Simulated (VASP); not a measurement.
Al2Cu: single point with LDA

The system is Al2Cu.

```
Al Cu
1.0
     4.23090    0.00000    0.00000
     0.00000    4.23090    0.00000
     0.00000    0.00000    2.89660
Al Cu
2 1
Direct
  0.50000 0.00000 0.50000
  0.00000 0.50000 0.50000
  0.00000 0.00000 0.00000
```

```json
{"Program": "VASP 6.6.1", "Task": "single point", "Functional": "LDA", "Potentials or basis": "VASP PAW LDA potentials, release 64 (Al, Cu)", "Cutoff": "520 eV", "k mesh": "10 × 10 × 14", "Occupations": "gaussian, width 0.15 eV", "Spin": "no spin polarisation", "Dipole correction": "no", "Further INCAR settings": "ALGO = Fast; EDIFF = 1e-07; NBANDS = 16"}
```

The pressure is -9.0 GPa.

Stress tensor (GPa, compression positive):
```
-9.10  0.00  0.00
 0.00 -9.10  0.00
 0.00  0.00 -8.75
```

Levels at points of the mesh, in eV from the Fermi level:
```csv
k point,band 6,band 7,band 8,band 9,band 10,band 11,band 12,band 13
"(0.00, 0.00, 0.00)",-3.85,-2.32,-2.32,-0.55,0.82,5.52,5.52,6.23
"(0.50, 0.00, 0.00)",-3.88,-3.85,-1.11,1.41,1.41,1.54,7.53,7.96
"(0.50, 0.50, 0.00)",-4.06,-3.87,-3.87,-2.31,8.35,8.35,8.86,9.01
"(0.00, 0.00, 0.50)",-3.89,-2.83,2.15,2.45,2.45,2.77,2.77,2.87
"(0.50, 0.00, 0.50)",-3.96,-2.80,-2.31,-1.61,3.56,3.88,4.20,4.41
"(0.50, 0.50, 0.50)",-3.14,-2.13,-2.13,-0.76,-0.61,-0.25,-0.25,2.58
```

Wall time 82 s on 1 thread of Intel(R) Xeon(R) 6975P-C (Granite Rapids) (shared host), peak memory 0.24 GiB.
